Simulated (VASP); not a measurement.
H6C2O: single point with r2SCAN+D3(BJ)

H6C2O:

```
CELL_PARAMETERS angstrom
6.77081 0.00000 0.00000
0.00000 6.77081 0.00000
0.00000 0.00000 6.77081
ATOMIC_POSITIONS crystal
C 0.59980 0.92600 0.76653
C 0.43634 0.91632 0.59672
C 0.03937 0.43323 0.56856
C 0.91180 0.48880 0.71909
C 0.58254 0.30952 0.24465
C 0.39890 0.30038 0.12607
C 0.11792 0.88044 0.12931
C 0.90904 0.88320 0.21915
O 0.51236 0.77512 0.44308
O 0.98830 0.42609 0.91912
O 0.39685 0.47926 0.02958
O 0.80726 0.70333 0.16920
H 0.49307 0.83643 0.30843
H 0.32055 0.84863 0.64989
H 0.44188 0.06414 0.55606
H 0.55860 0.02161 0.89619
H 0.62778 0.76084 0.79296
H 0.75325 0.96089 0.72139
H 0.98815 0.49966 0.05327
H 0.91812 0.64495 0.70096
H 0.76025 0.41567 0.72826
H 0.05596 0.54159 0.44804
H 0.19968 0.42095 0.61269
H 0.01102 0.27858 0.52345
H 0.26607 0.51740 0.98016
H 0.40803 0.15960 0.04115
H 0.25904 0.27017 0.20185
H 0.65223 0.17596 0.31094
H 0.70522 0.37377 0.16491
H 0.57048 0.41824 0.37827
H 0.71952 0.68016 0.27009
H 0.91500 0.91626 0.38018
H 0.81144 0.99303 0.16528
H 0.22610 0.89147 0.25230
H 0.17744 0.72931 0.09573
H 0.13573 0.95698 0.99870
```

```
Program             : VASP 6.6.1
Task                : single point
Functional          : r2SCAN
Dispersion          : D3(BJ)
Potentials or basis : VASP PAW PBE potentials, release 64 (C, O, H)
Cutoff              : 520 eV
k mesh              : 1 × 1 × 1
Occupations         : fermi-dirac, width 0.05 eV
Spin                : no spin polarisation
```

```json
{"Pressure": "0.5 GPa", "Largest force": "7.258 eV/Å", "Band gap on the k mesh": "5.52 eV", "Dispersion energy per atom": "-0.023 eV"}
```

Forces in eV/Å, atoms in the order of the input:
```
C    0.101 -2.623 -0.334
C    7.236  0.266 -0.494
C    4.225 -3.138 -3.107
C   -2.519  0.752  5.235
C    1.357  0.962  3.657
C   -0.208 -1.764  0.539
C    0.276 -2.763  2.739
C    0.639 -0.710 -0.015
O   -0.559  1.872 -0.948
O    1.271 -0.125  1.065
O   -0.359  1.487 -1.393
O    2.472  0.258 -1.402
H    0.036 -0.706  1.770
H   -4.594 -1.597  1.885
H   -1.248  1.589 -1.485
H    0.170 -1.088 -0.900
H   -0.627  1.527  0.996
H   -0.647  0.775 -0.540
H   -1.396 -0.116 -3.127
H   -1.176  1.273  1.001
H    0.945  1.133 -0.782
H   -0.756 -0.619 -0.057
H   -0.853  0.271  0.422
H    0.077  0.484 -0.726
H    0.287 -1.021 -0.106
H   -0.029  0.767 -0.823
H    0.066  0.408  0.701
H   -0.949  0.151 -0.410
H   -0.056 -0.006 -0.787
H   -0.199 -1.158 -1.389
H   -1.994 -0.762  2.162
H    0.072 -0.721 -0.295
H    0.018  1.352 -0.841
H   -0.301  1.488 -0.707
H   -1.302  0.380 -0.093
H    0.524  1.722 -1.409
```

Stress tensor (GPa, compression positive):
```
 0.64 -0.26 -3.68
-0.26  1.33 -2.23
-3.68 -2.23 -0.40
```

Levels at points of the mesh, in eV from the valence-band top:
```tsv
k point	band 37	band 38	band 39	band 40	band 41	band 42	band 43	band 44
(0.00, 0.00, 0.00)	-0.78	-0.36	-0.10	0.00	5.52	6.19	6.62	6.93
```

Run time: 100 s on 1 thread of Intel(R) Xeon(R) 6975P-C (Granite Rapids), on a shared host, peak memory 0.36 GiB.

Caveat: the k points lie up to 0.93 Å⁻¹ apart; the PAW data sets were made with another functional, which shifts forces and pressure a little.
